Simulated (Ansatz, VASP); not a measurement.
One calculation of C, two programs

The input INCAR:

```
SYSTEM = C
  PREC = Accurate
  ENCUT = 600
  EDIFF = 1E-6
  ISMEAR = 0
  SIGMA = 0.15
  LREAL = .FALSE.
  LASPH = .TRUE.
  NELM = 120
  ALGO = Normal
  ISIF = 2
  LWAVE = .FALSE.
  LCHARG = .TRUE.
  GGA = PS
  IVDW = 12
  LELF = .TRUE.
  LVHAR = .TRUE.
  NBANDS = 16
  GGA_COMPAT = .FALSE.
```

Contents of KPOINTS:

```
regular mesh
0
G
  18 12 10
  0 0 0
```

File POSCAR:

```
C
1.0
   -2.4576582504      0.0000000000      0.0000000000
    0.0000000000      0.0000000000     -3.5294825081
    0.0000000000     -4.2567889574      0.0000000000
C
4
Direct
    0.5000000000      0.0000000000      0.1666666667
    0.0000000000      0.0000000000      0.6666666667
    0.0000000000      0.0000000000      0.3333333333
    0.5000000000      0.0000000000      0.8333333333
```

Input for Ansatz:

```yaml
crystal:
  lattice:
    - [-2.4576582504, 0.0, 0.0]
    - [0.0, 0.0, -3.5294825081]
    - [0.0, -4.2567889574, 0.0]
  atoms:
    - { symbol: C, position: [0.5, 0.0, 0.1666666667] }
    - { symbol: C, position: [0.0, 0.0, 0.6666666667] }
    - { symbol: C, position: [0.0, 0.0, 0.3333333333] }
    - { symbol: C, position: [0.5, 0.0, 0.8333333333] }
basis:
  ecutwfc: 520.0
kpoints:
  mp_grid: { grid: [18, 12, 10] }
hamiltonian:
  xc: pbesol
  pseudopotentials: { kind: paw, azcp: { folder: soft_1 } }
  dispersion: d3bj
scf:
  occupations: { method: gaussian, width: 0.15 }
output:
  forces: true
  stress: true
  eigenvalues: true
```

Alike in both runs: task single point; functional PBEsol; dispersion D3(BJ); k mesh 18 × 12 × 10; occupations gaussian, width 0.15 eV; no spin polarisation.

|  | VASP | Ansatz |
| --- | --- | --- |
| version | VASP 6.6.1 | Ansatz 0.2.0 |
| potentials or method | VASP PAW PBE potentials, release 64 (C), cutoff 600 eV | scalar-relativistic, plane waves, PAW |
| valence electrons in the cell | 16 | 16 |

```csv
,VASP,Ansatz,Ansatz less VASP
gap on the k mesh at the Fermi level (eV),none,none,-
pressure (GPa),0.3,0.0,-0.31
"traceless stress, the component that is largest in VASP (GPa)",-0.64,-0.04,+0.595
```

VASP's potentials were made for PBE, not for PBEsol, and Ansatz warns of the same on its side. A gap of «none» marks a metal or a gap that the smearing closes.
